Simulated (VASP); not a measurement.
# AlRh (P4/mmm) in VASP: a series of runs

AlRh is run at these levels: LDA; tasks: single point.

Everything below comes from runs of VASP 6.6.1. Logs are shortened: lines on timing, memory, paths and dates and some standing lists are left out, and cuts for length are marked.

## 1. The cell of the first run

The structure is tetragonal, space group P4/mmm (No. 123). The conventional cell has a = 2.977 Å, b = 2.977 Å, c = 2.858 Å, α = 90.00°, β = 90.00°, γ = 90.00°. Al (site symmetry 4/mmm) has 8 Rh at 2.54 Å and 6 Al at 2.86 to 2.98 Å within 3.4 Å. Within 3.4 Å of Rh (site symmetry 4/mmm) lie 8 Al at 2.54 Å and 6 Rh at 2.86 to 2.98 Å.

## 2. Single point, LDA (strain -0.0400 x Voigt [0, 1, 0, 0, 0, 0])

The input, INCAR:

```
SYSTEM = AlRh
ALGO = Fast ; EDIFF = 1E-7
ENCUT = 520 ; GGA = CA
ISIF = 2 ; ISMEAR = 0
LASPH = .True. ; LCHARG = .False.
LREAL = .False. ; LWAVE = .False.
NBANDS = 16 ; NELM = 60
PREC = Accurate ; SIGMA = 0.15
```

The input, KPOINTS:

```
k-points
0
Gamma
  16 16 16
  0 0 0
```

The input, POSCAR:

```
AlRh
1.0
    2.9773224700      0.0000000000      0.0000000000
    0.0000000000      2.8582295712      0.0000000000
    0.0000000000      0.0000000000      2.9773224700
Al Rh
1 1
Direct
    0.0000000000      0.0000000000      0.0000000000
    0.5000000000      0.5000000000      0.5000000000
```

Potentials or basis: VASP PAW LDA potentials, release 64 (Al, Rh_pv).

The run is started by

```sh
cat potpaw_LDA.64/Al/POTCAR potpaw_LDA.64/Rh_pv/POTCAR > POTCAR
mpirun -np 1 vasp_std > vasp.out
```

OUTCAR:

```text
SYSTEM = AlRh
   EDIFF = 1E-7
   ENCUT = 520
   GGA = CA
   ISIF = 2
   ISMEAR = 0
   LASPH = .True.
   LREAL = .False.
   NELM = 60
   PREC = Accurate

 ion  position               nearest neighbor table
   1  0.000  0.000  0.000-   2 2.54   2 2.54   2 2.54   2 2.54   2 2.54   2 2.54   2 2.54   2 2.54

   2  0.500  0.500  0.500-   1 2.54   1 2.54   1 2.54   1 2.54   1 2.54   1 2.54   1 2.54   1 2.54

  LATTYP: Found a simple tetragonal cell.
 ALAT       =     2.9773224700
 C/A-ratio  =     0.9600000000

  Lattice vectors:

 A1 = (  -2.9773224700,   0.0000000000,   0.0000000000)
 A2 = (   0.0000000000,   0.0000000000,   2.9773224700)
 A3 = (   0.0000000000,   2.8582295712,   0.0000000000)

Analysis of symmetry for initial positions (statically):
=====================================================================
 Subroutine PRICEL returns:
 Original cell was already a primitive cell.

 Routine SETGRP: Setting up the symmetry group for a
 simple tetragonal supercell.

 Subroutine GETGRP returns: Found 16 space group operations
 (whereof 16 operations were pure point group operations)
 out of a pool of 16 trial point group operations.

The static configuration has the point symmetry D_4h.

Analysis of symmetry for dynamics (positions and initial velocities):
=====================================================================
 Subroutine PRICEL returns:
 Original cell was already a primitive cell.

 Routine SETGRP: Setting up the symmetry group for a
 simple tetragonal supercell.

 Subroutine GETGRP returns: Found 16 space group operations
 (whereof 16 operations were pure point group operations)
 out of a pool of 16 trial point group operations.

The dynamic configuration has the point symmetry D_4h.

 Subroutine INISYM returns: Found 16 space group operations
 (whereof 16 operations are pure point group operations),
 and found     1 'primitive' translations

----------------------------------------------------------------------------------------

                                     Primitive cell

  volume of cell :      25.3366

  direct lattice vectors                    reciprocal lattice vectors
     2.977322470  0.000000000  0.000000000     0.335872251  0.000000000  0.000000000
     0.000000000  2.858229571  0.000000000     0.000000000  0.349866928  0.000000000
     0.000000000  0.000000000  2.977322470     0.000000000  0.000000000  0.335872251

  length of vectors
     2.977322470  2.858229571  2.977322470     0.335872251  0.349866928  0.335872251

  position of ions in fractional coordinates (direct lattice)
     0.000000000  0.000000000  0.000000000
     0.500000000  0.500000000  0.500000000

  ion indices of the primitive-cell ions
   primitive index   ion index
                 1           1
                 2           2

----------------------------------------------------------------------------------------

 KPOINTS: k-points

Automatic generation of k-mesh.
 Grid dimensions read from file:
 generate k-points for:   16   16   16

 Generating k-lattice:

  Cartesian coordinates                     Fractional coordinates (reciprocal lattice)
     0.020992016  0.000000000  0.000000000     0.062500000  0.000000000  0.000000000
     0.000000000  0.021866683  0.000000000     0.000000000  0.062500000  0.000000000
     0.000000000  0.000000000  0.020992016     0.000000000  0.000000000  0.062500000

  Length of vectors
     0.020992016  0.021866683  0.020992016

  Shift w.r.t. Gamma in fractional coordinates (k-lattice)
     0.000000000  0.000000000  0.000000000

 Subroutine IBZKPT returns following result:
 ===========================================

 Found    405 irreducible k-points:

 Following reciprocal coordinates:
            Coordinates               Weight
  0.000000  0.000000  0.000000      1.000000
  0.062500  0.000000  0.000000      4.000000
  0.125000  0.000000  0.000000      4.000000
  0.187500  0.000000  0.000000      4.000000
  0.250000  0.000000  0.000000      4.000000
  0.312500  0.000000  0.000000      4.000000
[... 16 lines left out ...]
  0.250000  0.125000  0.000000      8.000000
  0.312500  0.125000  0.000000      8.000000
 [... further k-points ...]
   k-points           NKPTS =    405   k-points in BZ     NKDIM =    405   number of bands    NBANDS=     16
   number of dos      NEDOS =    301   number of ions     NIONS =      2
   total plane-waves  NPLWV =  13824
   dimension x,y,z NGX =    24 NGY =   24 NGZ =   24
   dimension x,y,z NGXF=    48 NGYF=   48 NGZF=   48
   ions per type =               1   1
   NGX,Y,Z   is equivalent  to a cutoff of  13.40, 13.96, 13.40 a.u.
   NGXF,Y,Z  is equivalent  to a cutoff of  26.80, 27.92, 26.80 a.u.
 SYSTEM =  AlRh
   PREC   = accura    normal or accurate (medium, high low for compatibility)
   ISTART =      0    job   : 0-new  1-cont  2-samecut
   ICHARG =      2    charge: 1-file 2-atom 10-const
   ISPIN  =      1    spin polarized calculation?
   LNONCOLLINEAR =      F non collinear calculations
   LSORBIT =      F    spin-orbit coupling
   LASPH  =      T    aspherical Exc in radial PAW
   ENCUT  =  520.0 eV  38.22 Ry    6.18 a.u.   5.54  5.31  5.54*2*pi/ulx,y,z
   NELM   =     60;   NELMIN=  2; NELMDL= -5     # of ELM steps
   EDIFF  = 0.1E-06   stopping-criterion for ELM
   LREAL  =      F    real-space projection
   EDIFFG = 0.1E-05   stopping-criterion for IOM
   NSW    =      0    number of steps for IOM
   IBRION =     -1    ionic relax: 0-MD 1-quasi-New 2-CG
   NFREE  =      0    steps in history (QN), initial steepest desc. (CG)
   ISIF   =      2    stress and relaxation
   ISYM   =      2    0-nonsym 1-usesym 2-fastsym
   POTIM  = 0.5000    time-step for ionic-motion
   TEBEG  =    0.0;   TEEND  =   0.0 temperature during run
   PSTRESS=    0.0 pullay stress
   NELECT =      18.0000    total number of electrons
   NUPDOWN=      -1.0000    fix difference up-down
   EMIN   =  10.00;   EMAX   =-10.00  energy-range for DOS
   EFERMI =   0.00;   METHOD = LEGACY
   ISMEAR =     0;   SIGMA  =   0.15  broadening in eV -4-tet -1-fermi 0-gaus
   EFERMI_NEDOS =   21; number of points for ismear=-14 and -15
   IALGO  =     68    algorithm
   IMIX   =      4    mixing-type and parameters
     AMIX     =   0.40;   BMIX     =  1.00
     AMIX_MAG =   1.60;   BMIX_MAG =  1.00
  volume/ion in A,a.u.               =      12.67        85.49
  Fermi-wavevector in a.u.,A,eV,Ry     =   1.460773  2.760461 29.032895  2.133858
  Thomas-Fermi vector in A             =   2.577183
   LORBIT       =      0    0 simple, 1 ext, 2 COOP (PROOUT), +10 PAW based schemes
   GGA     = CA    functional components
   LHFCALC =     F    Hartree Fock is set to
   AEXX    =    0.0000 exact exchange contribution
   IVDW    =     0    specifies the selected vdW correction
   LEPSILON=     F    determine dielectric tensor
   LRPA    =     F    only Hartree local field effects (RPA)
 non-spin polarized calculation
 RMM-DIIS sequential band-by-band and
 Gauss-broadening in eV      SIGMA  =   0.15
  energy-cutoff  :      520.00
  volume of cell :       25.34
 maximum number of plane-waves:       715
 NGX is ok and might be reduce to    24
   NGX = 11   NGY = 11   NGZ = 11

 number of electron      17.9999995 magnetization

 Free energy of the ion-electron system (eV)
  ---------------------------------------------------
  ext. energy  EPLUGINS =         0.00000000
  ---------------------------------------------------
  free energy    TOTEN  =       -15.08158897 eV

  energy without entropy =      -15.07488271  energy(sigma->0) =      -15.07823584

 E-fermi :  12.0956     XC(G=0): -13.1021

 val. band max:       12.0948610948   @ k =   0.5000   0.0000   0.2500
 cond. band min:      12.0958597319   @ k =   0.4375   0.3750   0.0000
 fundamental gap:      0.0009986371
 Fermi energy:        12.0955611781

 k-point     1 :       0.0000    0.0000    0.0000
  band No.  band energies     occupation
      1     -34.5403      2.00000
      2     -34.5403      2.00000
      3     -34.4585      2.00000
      4       0.9448      2.00000
      5       6.8063      2.00000
      6       6.8173      2.00000
[... 8 lines left out ...]
     15      26.5665      0.00000
     16      31.3098      0.00000

 k-point     2 :       0.0625    0.0000    0.0000
  band No.  band energies     occupation
      1     -34.5463      2.00000
      2     -34.5398      2.00000
      3     -34.4580      2.00000
      4       1.0199      2.00000
      5       6.8319      2.00000
      6       6.8391      2.00000
[... 8 lines left out ...]
     15      26.7598      0.00000
     16      30.8364      0.00000

 k-point     3 :       0.1250    0.0000    0.0000
  band No.  band energies     occupation
      1     -34.5632      2.00000
      2     -34.5384      2.00000
      3     -34.4567      2.00000
      4       1.2428      2.00000
      5       6.8930      2.00000
      6       6.9047      2.00000
[... 8 lines left out ...]
     15      27.3855      0.00000
     16      29.7563      0.00000

 k-point     4 :       0.1875    0.0000    0.0000
  band No.  band energies     occupation
      1     -34.5885      2.00000
      2     -34.5363      2.00000
      3     -34.4547      2.00000
      4       1.6061      2.00000
      5       6.9463      2.00000
      6       7.0085      2.00000
[... 8 lines left out ...]
     15      28.4870      0.00000
     16      28.5835      0.00000
[... 324 lines left out ...]
 k-point    22 :       0.1875    0.1250    0.0000
  band No.  band energies     occupation
      1     -34.5852      2.00000
      2     -34.5333      2.00000
      3     -34.4888      2.00000
      4       1.9090      2.00000
      5       7.0590      2.00000
      6       7.1801      2.00000
[... 8 lines left out ...]
     15      27.9430      0.00000
     16      28.5998      0.00000

 k-point    23 :       0.2500    0.1250    0.0000
  band No.  band energies     occupation
      1     -34.6147      2.00000
      2     -34.5308      2.00000
      3     -34.4863      2.00000
      4       2.3861      2.00000
      5       7.0368      2.00000
      6       7.3033      2.00000
[... 8 lines left out ...]
     15      26.8045      0.00000
     16      27.3499      0.00000

 k-point    24 :       0.3125    0.1250    0.0000
  band No.  band energies     occupation
      1     -34.6441      2.00000
      2     -34.5284      2.00000
      3     -34.4837      2.00000
      4       2.9688      2.00000
      5       6.8271      2.00000
      6       7.4369      2.00000
[... 8 lines left out ...]
     15      26.1186      0.00000
     16      26.1682      0.00000

 [... further k-points ...]

------------------------ aborting loop because EDIFF is reached ----------------------------------------

  FORCE on cell =-STRESS in cart. coord.  units (eV):
  Direction    XX          YY          ZZ          XY          YZ          ZX
  --------------------------------------------------------------------------------------
  -------------------------------------------------------------------------------------
  Total        0.0740152      1.6476364      0.0740152      0.0000000      0.0000000      0.0000000
  in kB        4.6803947    104.1892934      4.6803947      0.0000000      0.0000000      0.0000000
  external PRESSURE =      37.8500276 kB  Pullay stress =       0.0000000 kB

 VOLUME and BASIS-vectors are now :
 -----------------------------------------------------------------------------
  energy-cutoff  :      520.00
  volume of cell :       25.34
      direct lattice vectors                 reciprocal lattice vectors
     2.977322470  0.000000000  0.000000000     0.335872251  0.000000000  0.000000000
     0.000000000  2.858229571  0.000000000     0.000000000  0.349866928  0.000000000
     0.000000000  0.000000000  2.977322470     0.000000000  0.000000000  0.335872251

 POSITION                                       TOTAL-FORCE (eV/Angst)
 -----------------------------------------------------------------------------------
      0.00000      0.00000      0.00000         0.000000      0.000000      0.000000
      1.48866      1.42911      1.48866         0.000000      0.000000      0.000000
 -----------------------------------------------------------------------------------
    total drift:                                0.000000     -0.000000     -0.000000

  FREE ENERGIE OF THE ION-ELECTRON SYSTEM (eV)
  ---------------------------------------------------
  free  energy   TOTEN  =       -15.0815889731 eV

  energy  without entropy=      -15.0748827123  energy(sigma->0) =      -15.07823584
```

Run time: 2.4 min. Hardware: 1 thread of Intel Xeon 8259CL, shared host; peak memory 0.26 GiB.

Results:

```
Free energy            : -15.0816 eV
Pressure               : 3.8 GPa
Band gap on the k mesh : zero (bands 9 and 10 overlap by 2.82 eV)
```

Stress tensor (GPa, compression positive):
```
 0.47  0.00  0.00
 0.00 10.42  0.00
 0.00  0.00  0.47
```

Levels at points of the mesh, in eV from the Fermi level:
```csv
k point,band 5,band 6,band 7,band 8,band 9,band 10,band 11,band 12,band 13,band 14
"(0.00, 0.00, 0.00)",-5.29,-5.28,-1.96,-1.67,-1.67,4.70,4.70,6.03,9.69,9.86
"(0.50, 0.00, 0.00)",-6.95,-4.60,-3.54,-3.06,-1.47,0.12,6.62,9.71,10.85,11.41
"(0.00, 0.50, 0.00)",-6.46,-4.44,-3.53,-3.53,-1.67,0.81,6.63,9.72,9.72,11.72
"(0.50, 0.50, 0.00)",-4.70,-3.18,-3.08,-2.69,-2.38,-0.47,3.85,4.83,9.70,13.57
"(0.50, 0.00, 0.50)",-4.86,-2.78,-2.78,-2.75,-2.75,-0.71,3.26,4.48,10.68,14.35
"(0.50, 0.50, 0.50)",-6.20,-6.16,-0.60,-0.31,1.88,2.79,2.79,3.05,6.64,7.25
```

Caveat: the cell differs from its parent crystal (strain -0.0400 x Voigt [0, 1, 0, 0, 0, 0]); the stress differs along the axes, from 0 to 10 GPa.

## 3. Single point, LDA (strain -0.0300 x Voigt [0, 1, 0, 0, 0, 0])

The input, INCAR:

```
PREC = Accurate ; ENCUT = 520
EDIFF = 1E-6 ; ISMEAR = 0
SIGMA = 0.15 ; LREAL = F
LASPH = T ; NELM = 60
ALGO = Fast ; ISIF = 2
LWAVE = F ; LCHARG = F
NBANDS = 16
```

The input, KPOINTS:

```
regular mesh
0
Gamma
  16 16 16
```

POSCAR, as its differences from that of step 2:

```diff
@@ -3,3 +3,3 @@
     2.9773224700      0.0000000000      0.0000000000
-    0.0000000000      2.8582295712      0.0000000000
+    0.0000000000      2.8880027959      0.0000000000
     0.0000000000      0.0000000000      2.9773224700
```

Potentials or basis: VASP PAW LDA potentials, release 64 (Al, Rh_pv).

The run is started by

```sh
cat potpaw_LDA.64/Al/POTCAR potpaw_LDA.64/Rh_pv/POTCAR > POTCAR
mpirun -np 1 vasp_std > vasp.out
```

Wall time 2.2 min (1 thread of Intel Xeon 8259CL, shared host); peak memory 0.26 GiB.

Results (log left out):

| Quantity | Value |
| --- | --- |
| Free energy | -15.0950 eV |
| Pressure | 1.1 GPa |
| Band gap on the k mesh | zero (bands 9 and 10 overlap by 2.72 eV) |

Stress tensor (GPa, compression positive):
```
-1.17  0.00  0.00
 0.00  5.79  0.00
 0.00  0.00 -1.17
```

Levels at points of the mesh, in eV from the Fermi level:
| k point | band 5 | band 6 | band 7 | band 8 | band 9 | band 10 | band 11 | band 12 | band 13 | band 14 |
| --- | --- | --- | --- | --- | --- | --- | --- | --- | --- | --- |
| (0.00, 0.00, 0.00) | -5.23 | -5.22 | -1.91 | -1.70 | -1.70 | 4.76 | 4.76 | 5.74 | 9.68 | 9.79 |
| (0.50, 0.00, 0.00) | -6.89 | -4.54 | -3.47 | -3.12 | -1.49 | 0.14 | 6.63 | 9.75 | 10.60 | 11.38 |
| (0.00, 0.50, 0.00) | -6.53 | -4.42 | -3.47 | -3.47 | -1.64 | 0.65 | 6.64 | 9.76 | 9.76 | 11.60 |
| (0.50, 0.50, 0.00) | -4.67 | -3.11 | -3.04 | -2.67 | -2.44 | -0.50 | 3.72 | 4.70 | 9.69 | 13.58 |
| (0.50, 0.00, 0.50) | -4.79 | -2.80 | -2.80 | -2.73 | -2.73 | -0.68 | 3.29 | 4.44 | 10.41 | 14.16 |
| (0.50, 0.50, 0.50) | -6.14 | -6.11 | -0.58 | -0.37 | 1.81 | 2.79 | 2.79 | 2.98 | 6.65 | 7.11 |

Caveat: the cell differs from its parent crystal (strain -0.0300 x Voigt [0, 1, 0, 0, 0, 0]); the stress differs along the axes, from -1 to 6 GPa.

[end of part 1 of 2]
